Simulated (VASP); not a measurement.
# Ti: single point with revPBE+D3(BJ)

Crystal: Ti.

```
Ti
1.0
     2.86440    0.00000    0.00000
    -1.43220    2.48064    0.00000
     0.00000    0.00000    4.52350
Ti
2
Direct
  0.66667 0.33333 0.75000
  0.33333 0.66667 0.25000
```

| Property | Result |
| --- | --- |
| Program | VASP 6.6.1 |
| Task | single point |
| Functional | revPBE |
| Dispersion | D3(BJ) |
| Potentials or basis | VASP PAW PBE potentials, release 64 (Ti_sv) |
| Cutoff | 520 eV |
| k mesh | 10 × 10 × 6 |
| Occupations | fermi-dirac, width 0.05 eV |
| Spin | no spin polarisation |

```yaml
Pressure: -0.4 GPa
Band_gap_on_the_k_mesh: zero (band 12 reaches 10.09 eV, above the bottom of band 13 at 9.07 eV)
Dispersion_energy_per_atom: -1.214 eV
```

Levels at points of the mesh, in eV from the Fermi level:
```
           k point  band 9  band 10  band 11  band 12  band 13  band 14  band 15  band 16
(0.00, 0.00, 0.00)   -6.40    -2.88     0.82     0.82     0.98     1.01     1.39     1.39
(0.50, 0.00, 0.00)   -2.45    -2.39    -2.05    -0.56     0.49     0.72     1.32     3.68
(0.00, 0.00, 0.50)   -4.43    -4.43     0.10     0.10     0.72     0.72     0.72     0.72
(0.50, 0.00, 0.50)   -2.75    -2.75    -0.90    -0.90     1.54     1.54     1.89     1.89
```

Wall time 46 s on 1 thread of AMD EPYC 7R43 64-Core Processor (Zen 3), with other jobs on the host, peak memory 0.14 GiB.

Caveat: the PAW data sets were made with another functional, which shifts forces and pressure a little; pairwise dispersion overbinds metals, which lowers pressure and volume.
